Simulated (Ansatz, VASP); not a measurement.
# MgO: VASP beside Ansatz

```
Mg O
1.0
     4.16071    0.00000    0.00000
     0.00000   -4.16071    0.00000
     0.00000    0.00000   -4.16071
Mg O
4 4
Direct
  0.92930 0.07070 0.12498
  0.50000 0.50000 0.00000
  0.50000 0.00000 0.50000
  0.00000 0.50000 0.50000
  0.50000 0.00000 0.00000
  0.00000 0.50000 0.00000
  0.00000 0.00000 0.50000
  0.50000 0.50000 0.50000
```

Alike in both runs: task single point; functional LDA; k mesh 6 × 6 × 6; occupations gaussian, width 0.05 eV; no spin polarisation.

|  | VASP | Ansatz |
| --- | --- | --- |
| version | VASP 6.6.1 | Ansatz 0.2.0 |
| potentials or method | VASP PAW LDA potentials, release 64 (Mg, O), cutoff 520 eV | scalar-relativistic, plane waves, PAW |
| valence electrons in the cell | 32 | 64 |

```tsv
	VASP	Ansatz	Ansatz less VASP
gap on the k mesh at the Fermi level (eV)	4.83	4.83	+0.002
least direct gap on the mesh (eV)	4.83	4.83	+0.002
pressure (GPa)	13.2	14.1	+0.93
traceless stress, the component that is largest in VASP (GPa)	13.93	12.99	-0.938
rms of the force components (eV/Å)	2.709	2.565	-0.1435
```

Ansatz warns that its potentials were made for another functional, while VASP's fit it. LDA's correlation is that of Perdew and Zunger in VASP and of Perdew and Wang (1992) in Ansatz. Atom by atom the forces differ by 0.151 eV/Å (rms over components). VASP's potentials hold 32 valence electrons a cell and Ansatz's 64, so a difference there can come from the potentials and not from the codes.
